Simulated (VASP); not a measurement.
# TlCl in VASP: notebook

The runs below take TlCl through single point, with r2SCAN.

All numbers are computed with VASP 6.6.1; they aren't measurements. Logs are shortened: lines on timing, memory, paths and dates and some standing lists are left out, and cuts for length are marked.

## (1) The cell of the first run

The cell holds a slab with vacuum, 6 atoms: a = 3.837 Å, b = 3.837 Å, c = 24.593 Å, α = 90.00°, β = 90.00°, γ = 90.00°.

## (2) Single point, r2SCAN

The input, POSCAR:

```
TlCl
1.0
    3.8370264146      0.0000000000      0.0000000000
    0.0000000000      3.8370264146      0.0000000000
    0.0000000000      0.0000000000     24.5925660364
Cl Tl
3 3
Direct
    0.5000000000      0.5000000000      0.3065709562
    0.5000000000      0.5000000000      0.4740207026
    0.5000000000      0.5000000000      0.6423217937
    0.0000000000      0.0000000000      0.3574676033
    0.0000000000      0.0000000000      0.5259270877
    0.0000000000      0.0000000000      0.6936918565
```

The input, INCAR.step1:

```
SYSTEM = TlCl
PREC     = Accurate       ! precision mode
ENCUT    = 440            ! plane-wave cutoff, eV
ISMEAR   = 0              ! smearing method
SIGMA    = 0.05           ! smearing width, eV
LREAL    = .FALSE.        ! projectors in reciprocal space
LASPH    = .TRUE.         ! aspherical terms in the spheres
NELM     = 120            ! most SCF steps
LDIPOL   = .TRUE.       
IDIPOL   = 3            
DIPOL    = 0.5 0.5 0.500
NBANDS   = 39             ! bands
GGA      = PE             ! functional
ALGO     = Normal         ! electronic algorithm
EDIFF    = 1E-5           ! SCF threshold, eV
LWAVE    = .TRUE.         ! write WAVECAR
LCHARG   = .FALSE.        ! write CHGCAR
GGA_COMPAT= .FALSE.      
NELMDL   = -8
```

The input, INCAR.step2:

```
SYSTEM = TlCl
PREC     = Accurate       ! precision mode
ENCUT    = 440            ! plane-wave cutoff, eV
EDIFF    = 1E-6           ! SCF threshold, eV
ISMEAR   = 0              ! smearing method
SIGMA    = 0.05           ! smearing width, eV
LREAL    = .FALSE.        ! projectors in reciprocal space
LASPH    = .TRUE.         ! aspherical terms in the spheres
NELM     = 120            ! most SCF steps
ALGO     = Normal         ! electronic algorithm
ISIF     = 2              ! what is computed and relaxed
LWAVE    = .FALSE.        ! write WAVECAR
LCHARG   = .FALSE.        ! write CHGCAR
LDIPOL   = .TRUE.       
IDIPOL   = 3            
DIPOL    = 0.5 0.5 0.500
METAGGA  = R2SCAN         ! meta-GGA
LMIXTAU  = .TRUE.       
NBANDS   = 39             ! bands
ISTART   = 1            
GGA_COMPAT= .FALSE.
```

The input, KPOINTS:

```
Automatic mesh
0
G
  7 7 1
  0 0 0
```

Potentials or basis: VASP PAW PBE potentials, release 64 (Cl, Tl_d).

On the command line:

```bash
$ cat potpaw_PBE.64/Cl/POTCAR potpaw_PBE.64/Tl_d/POTCAR > POTCAR
$ cp INCAR.step1 INCAR
$ mpirun -np 1 vasp_std > vasp.out
$ cp INCAR.step2 INCAR
$ mpirun -np 1 vasp_std > vasp.out
```

OUTCAR:

```text
SYSTEM = TlCl
   PREC = Accurate
   ENCUT = 440
   EDIFF = 1E-6
   ISMEAR = 0
   LREAL = .FALSE.
   LASPH = .TRUE.
   NELM = 120
   ISIF = 2
   METAGGA = R2SCAN
   ISTART = 1

 ion  position               nearest neighbor table
   1  0.500  0.500  0.307-   4 2.99   4 2.99   4 2.99   4 2.99
   2  0.500  0.500  0.474-   5 3.00   5 3.00   5 3.00   5 3.00
   3  0.500  0.500  0.642-   6 2.99   6 2.99   6 2.99   6 2.99
   4  0.000  0.000  0.357-   1 2.99   1 2.99   1 2.99   1 2.99
   5  0.000  0.000  0.526-   2 3.00   2 3.00   2 3.00   2 3.00   6 4.13
   6  0.000  0.000  0.694-   3 2.99   3 2.99   3 2.99   3 2.99   5 4.13

  LATTYP: Found a simple tetragonal cell.
 ALAT       =     3.8370264146
 C/A-ratio  =     6.4092772317

  Lattice vectors:

 A1 = (   3.8370264146,   0.0000000000,   0.0000000000)
 A2 = (   0.0000000000,   3.8370264146,   0.0000000000)
 A3 = (   0.0000000000,   0.0000000000,  24.5925660364)

Analysis of symmetry for initial positions (statically):
=====================================================================
 Subroutine PRICEL returns:
 Original cell was already a primitive cell.

 Routine SETGRP: Setting up the symmetry group for a
 simple tetragonal supercell.

 Subroutine GETGRP returns: Found  8 space group operations
 (whereof  8 operations were pure point group operations)
 out of a pool of 16 trial point group operations.

The static configuration has the point symmetry C_4v.

Analysis of symmetry for dynamics (positions and initial velocities):
=====================================================================
 Subroutine PRICEL returns:
 Original cell was already a primitive cell.

 Routine SETGRP: Setting up the symmetry group for a
 simple tetragonal supercell.

 Subroutine GETGRP returns: Found  8 space group operations
 (whereof  8 operations were pure point group operations)
 out of a pool of 16 trial point group operations.

The dynamic configuration has the point symmetry C_4v.

 Subroutine INISYM returns: Found  8 space group operations
 (whereof  8 operations are pure point group operations),
 and found     1 'primitive' translations

----------------------------------------------------------------------------------------

                                     Primitive cell

  volume of cell :     362.0707

  direct lattice vectors                    reciprocal lattice vectors
     3.837026415  0.000000000  0.000000000     0.260618482  0.000000000  0.000000000
     0.000000000  3.837026415  0.000000000     0.000000000  0.260618482  0.000000000
     0.000000000  0.000000000 24.592566036     0.000000000  0.000000000  0.040662695

  length of vectors
     3.837026415  3.837026415 24.592566036     0.260618482  0.260618482  0.040662695

  position of ions in fractional coordinates (direct lattice)
     0.500000000  0.500000000  0.306570956
     0.500000000  0.500000000  0.474020703
     0.500000000  0.500000000  0.642321794
     0.000000000  0.000000000  0.357467603
     0.000000000  0.000000000  0.525927088
     0.000000000  0.000000000  0.693691857

  ion indices of the primitive-cell ions
   primitive index   ion index
                 1           1
                 2           2
                 3           3
                 4           4
                 5           5
                 6           6

----------------------------------------------------------------------------------------

 KPOINTS: Automatic mesh

Automatic generation of k-mesh.
 Grid dimensions read from file:
 generate k-points for:    7    7    1

 Generating k-lattice:

  Cartesian coordinates                     Fractional coordinates (reciprocal lattice)
     0.037231212  0.000000000  0.000000000     0.142857143  0.000000000  0.000000000
     0.000000000  0.037231212  0.000000000     0.000000000  0.142857143  0.000000000
     0.000000000  0.000000000  0.040662695     0.000000000  0.000000000  1.000000000

  Length of vectors
     0.037231212  0.037231212  0.040662695

  Shift w.r.t. Gamma in fractional coordinates (k-lattice)
     0.000000000  0.000000000  0.000000000

 Subroutine IBZKPT returns following result:
 ===========================================

 Found     10 irreducible k-points:

 Following reciprocal coordinates:
            Coordinates               Weight
  0.000000  0.000000  0.000000      1.000000
  0.142857  0.000000  0.000000      4.000000
  0.285714  0.000000  0.000000      4.000000
  0.428571  0.000000  0.000000      4.000000
  0.142857  0.142857  0.000000      4.000000
  0.285714  0.142857  0.000000      8.000000
  0.428571  0.142857  0.000000      8.000000
  0.285714  0.285714  0.000000      4.000000
  0.428571  0.285714  0.000000      8.000000
  0.428571  0.428571  0.000000      4.000000
   k-points           NKPTS =     10   k-points in BZ     NKDIM =     10   number of bands    NBANDS=     39
   number of dos      NEDOS =    301   number of ions     NIONS =      6
   total plane-waves  NPLWV = 131712
   dimension x,y,z NGX =    28 NGY =   28 NGZ =  168
   dimension x,y,z NGXF=    56 NGYF=   56 NGZF=  336
   ions per type =               3   3
   NGX,Y,Z   is equivalent  to a cutoff of  12.13, 12.13, 11.36 a.u.
   NGXF,Y,Z  is equivalent  to a cutoff of  24.26, 24.26, 22.71 a.u.
 SYSTEM =  TlCl
   PREC   = accura    normal or accurate (medium, high low for compatibility)
   ISTART =      1    job   : 0-new  1-cont  2-samecut
   ICHARG =      0    charge: 1-file 2-atom 10-const
   ISPIN  =      1    spin polarized calculation?
   LNONCOLLINEAR =      F non collinear calculations
   LSORBIT =      F    spin-orbit coupling
   LASPH  =      T    aspherical Exc in radial PAW
   ENCUT  =  440.0 eV  32.34 Ry    5.69 a.u.   6.56  6.56 42.06*2*pi/ulx,y,z
   NELM   =    120;   NELMIN=  2; NELMDL=  0     # of ELM steps
   EDIFF  = 0.1E-05   stopping-criterion for ELM
   LREAL  =      F    real-space projection
   EDIFFG = 0.1E-04   stopping-criterion for IOM
   NSW    =      0    number of steps for IOM
   IBRION =     -1    ionic relax: 0-MD 1-quasi-New 2-CG
   NFREE  =      0    steps in history (QN), initial steepest desc. (CG)
   ISIF   =      2    stress and relaxation
   ISYM   =      2    0-nonsym 1-usesym 2-fastsym
   POTIM  = 0.5000    time-step for ionic-motion
   TEBEG  =    0.0;   TEEND  =   0.0 temperature during run
   PSTRESS=    0.0 pullay stress
   NELECT =      60.0000    total number of electrons
   NUPDOWN=      -1.0000    fix difference up-down
   EMIN   =  10.00;   EMAX   =-10.00  energy-range for DOS
   EFERMI =   0.00;   METHOD = LEGACY
   ISMEAR =     0;   SIGMA  =   0.05  broadening in eV -4-tet -1-fermi 0-gaus
   EFERMI_NEDOS =   21; number of points for ismear=-14 and -15
   IALGO  =     38    algorithm
   IMIX   =      4    mixing-type and parameters
     AMIX     =   0.40;   BMIX     =  1.00
     AMIX_MAG =   1.60;   BMIX_MAG =  1.00
  volume/ion in A,a.u.               =      60.35       407.23
  Fermi-wavevector in a.u.,A,eV,Ry     =   0.899209  1.699259 11.001362  0.808577
  Thomas-Fermi vector in A             =   2.022015
   LORBIT       =      0    0 simple, 1 ext, 2 COOP (PROOUT), +10 PAW based schemes
   METAGGA = R2SCAN    functional components
   LHFCALC =     F    Hartree Fock is set to
   AEXX    =    0.0000 exact exchange contribution
   IVDW    =     0    specifies the selected vdW correction
   LEPSILON=     F    determine dielectric tensor
   LRPA    =     F    only Hartree local field effects (RPA)
 non-spin polarized calculation
 Gauss-broadening in eV      SIGMA  =   0.05
  energy-cutoff  :      440.00
  volume of cell :      362.07
 maximum number of plane-waves:      7677
 NGX is ok and might be reduce to    28
   NGX = 13   NGY = 13   NGZ = 85

 number of electron      59.9999984 magnetization

 dipolmoment           0.000000      0.000000     -0.449876 electrons x Angstroem

 Free energy of the ion-electron system (eV)
  ---------------------------------------------------
  ext. energy  EPLUGINS =         0.00000000
  ---------------------------------------------------
  free energy    TOTEN  =      -183.63291050 eV

  energy without entropy =     -183.63017536  energy(sigma->0) =     -183.63154293

 E-fermi :  -0.8867     XC(G=0):  -4.9311

 val. band max:       -0.9365006816   @ k =   0.1429   0.1429   0.0000
 cond. band min:      -0.6310133659   @ k =   0.1429   0.0000   0.0000
 fundamental gap:      0.3054873157
 Fermi energy:        -0.8867497231

 k-point     1 :       0.0000    0.0000    0.0000
  band No.  band energies     occupation
      1     -18.3164      2.00000
      2     -16.5907      2.00000
      3     -14.8893      2.00000
      4     -14.1644      2.00000
      5     -14.0648      2.00000
      6     -13.9879      2.00000
[... 31 lines left out ...]
     38       5.0769      0.00000
     39       5.7643      0.00000

 k-point     2 :       0.1429    0.0000    0.0000
  band No.  band energies     occupation
      1     -18.2764      2.00000
      2     -16.5512      2.00000
      3     -14.8498      2.00000
      4     -14.1425      2.00000
      5     -14.0556      2.00000
      6     -13.9863      2.00000
[... 31 lines left out ...]
     38       4.5173      0.00000
     39       5.6882      0.00000

 k-point     3 :       0.2857    0.0000    0.0000
  band No.  band energies     occupation
      1     -18.1843      2.00000
      2     -16.4601      2.00000
      3     -14.7587      2.00000
      4     -14.1213      2.00000
      5     -14.0046      2.00000
      6     -13.9969      2.00000
[... 244 lines left out ...]
 k-point     9 :       0.4286    0.2857    0.0000
  band No.  band energies     occupation
      1     -18.0432      2.00000
      2     -16.3187      2.00000
      3     -14.6212      2.00000
      4     -14.0761      2.00000
      5     -14.0369      2.00000
      6     -13.9934      2.00000
[... 31 lines left out ...]
     38       4.1591      0.00000
     39       4.3252      0.00000

 k-point    10 :       0.4286    0.4286    0.0000
  band No.  band energies     occupation
      1     -18.0069      2.00000
      2     -16.2817      2.00000
      3     -14.5866      2.00000
      4     -14.0720      2.00000
      5     -14.0690      2.00000
      6     -13.9618      2.00000
[... 31 lines left out ...]
     38       4.2170      0.00000
     39       4.4283      0.00000

------------------------ aborting loop because EDIFF is reached ----------------------------------------

 vacuum level on the upper side and lower side of the slab       (xc-potential included)        -2.655         2.748

  FORCE on cell =-STRESS in cart. coord.  units (eV):
  Direction    XX          YY          ZZ          XY          YZ          ZX
  --------------------------------------------------------------------------------------
  -------------------------------------------------------------------------------------
  Total        1.1697818      1.1697818     -0.0130143      0.0000000     -0.0000000      0.0000000
  in kB        5.1763307      5.1763307     -0.0575890      0.0000000     -0.0000000      0.0000000
  external PRESSURE =       3.4316908 kB  Pullay stress =       0.0000000 kB

 VOLUME and BASIS-vectors are now :
 -----------------------------------------------------------------------------
  energy-cutoff  :      440.00
  volume of cell :      362.07
      direct lattice vectors                 reciprocal lattice vectors
     3.837026415  0.000000000  0.000000000     0.260618482  0.000000000  0.000000000
     0.000000000  3.837026415  0.000000000     0.000000000  0.260618482  0.000000000
     0.000000000  0.000000000 24.592566036     0.000000000  0.000000000  0.040662695

 POSITION                                       TOTAL-FORCE (eV/Angst)
 -----------------------------------------------------------------------------------
      1.91851      1.91851      7.53937         0.000000     -0.000000     -0.004126
      1.91851      1.91851     11.65739         0.000000     -0.000000     -0.004452
      1.91851      1.91851     15.79634         0.000000      0.000000     -0.007118
      0.00000      0.00000      8.79105        -0.000000     -0.000000      0.004456
      0.00000      0.00000     12.93390         0.000000     -0.000000      0.006769
      0.00000      0.00000     17.05966        -0.000000     -0.000000      0.004471
 -----------------------------------------------------------------------------------
    total drift:                               -0.000000     -0.000000     -0.001953

  FREE ENERGIE OF THE ION-ELECTRON SYSTEM (eV)
  ---------------------------------------------------
  free  energy   TOTEN  =      -183.6329104979 eV

  energy  without entropy=     -183.6301753594  energy(sigma->0) =     -183.63154293

 vacuum level on the upper side and lower side of the slab         1.296         6.832
```

Wall time 5.8 min (1 thread of Intel Xeon 6975P-C (Granite Rapids), shared host); peak memory 0.41 GiB.

Results:

- Free energy: -183.6329 eV
- Largest force: 0.007 eV/Å
- Band gap on the k mesh: zero (band 30 reaches -0.94 eV, above the bottom of band 31 at -1.02 eV)

Forces in eV/Å, atoms in the order of the input:
```
Cl   0.000  0.000 -0.004
Cl   0.000  0.000 -0.004
Cl   0.000  0.000 -0.007
Tl   0.000  0.000  0.004
Tl   0.000  0.000  0.007
Tl   0.000  0.000  0.004
```

Caveat: the PAW data sets were made with another functional, which shifts forces and pressure a little; spin-orbit coupling is left out, which moves the levels of the heavy elements.

## (3) Single point, r2SCAN

The input, POSCAR:

```
TlCl
1.0
    3.8370264146      0.0000000000      0.0000000000
    0.0000000000      3.8370264146      0.0000000000
    0.0000000000      0.0000000000     24.5925660364
Cl Tl
3 3
Direct
    0.5000000000      0.5000000000      0.3049702088
    0.5000000000      0.5000000000      0.4609940418
    0.5000000000      0.5000000000      0.6170178747
    0.0000000000      0.0000000000      0.3829821253
    0.0000000000      0.0000000000      0.5390059582
    0.0000000000      0.0000000000      0.6950297912
```

The input, INCAR.step1:

```
SYSTEM = TlCl
  PREC = Accurate
  ENCUT = 440
  ISMEAR = 0
  SIGMA = 0.05
  LREAL = .FALSE.
  LASPH = .TRUE.
  NELM = 120
  LDIPOL = .TRUE.
  IDIPOL = 3
  DIPOL = 0.5 0.5 0.500
  NBANDS = 39
  GGA = PE
  ALGO = Normal
  EDIFF = 1E-5
  LWAVE = .TRUE.
  LCHARG = .FALSE.
  GGA_COMPAT = .FALSE.
  NELMDL = -8
```

The input, INCAR.step2:

```
SYSTEM = TlCl
  PREC = Accurate
  ENCUT = 440
  EDIFF = 1E-6
  ISMEAR = 0
  SIGMA = 0.05
  LREAL = .FALSE.
  LASPH = .TRUE.
  NELM = 120
  ALGO = Normal
  ISIF = 2
  LWAVE = .FALSE.
  LCHARG = .FALSE.
  LDIPOL = .TRUE.
  IDIPOL = 3
  DIPOL = 0.5 0.5 0.500
  METAGGA = R2SCAN
  LMIXTAU = .TRUE.
  NBANDS = 39
  ISTART = 1
  GGA_COMPAT = .FALSE.
```

KPOINTS is that of step 2.

Potentials or basis: VASP PAW PBE potentials, release 64 (Cl, Tl_d).

On the command line:

```bash
$ cat potpaw_PBE.64/Cl/POTCAR potpaw_PBE.64/Tl_d/POTCAR > POTCAR
$ cp INCAR.step1 INCAR
$ mpirun -np 1 vasp_std > vasp.out
$ cp INCAR.step2 INCAR
$ mpirun -np 1 vasp_std > vasp.out
```

Run time: 29 min. Hardware: 1 thread of AMD EPYC 7R43 (Zen 3), shared host; peak memory 0.36 GiB.

It converged, with:

```yaml
Free_energy: -182.4689 eV
Largest_force: 1.191 eV/Å
Band_gap_on_the_k_mesh: zero (band 30 reaches -1.29 eV, above the bottom of band 31 at -1.33 eV)
```

Forces in eV/Å, atoms in the order of the input:
```
Cl   0.000  0.000  0.843
Cl   0.000  0.000  0.795
Cl   0.000  0.000  0.707
Tl   0.000  0.000 -1.191
Tl   0.000  0.000 -0.787
Tl   0.000  0.000 -0.367
```

Levels at points of the mesh, in eV from the Fermi level:
```csv
k point,band 27,band 28,band 29,band 30,band 31,band 32,band 33,band 34
"(0.00, 0.00, 0.00)",-1.63,-0.30,-0.16,-0.16,0.27,2.39,3.30,4.51
```

Caveat: the PAW data sets were made with another functional, which shifts forces and pressure a little; spin-orbit coupling is left out, which moves the levels of the heavy elements.
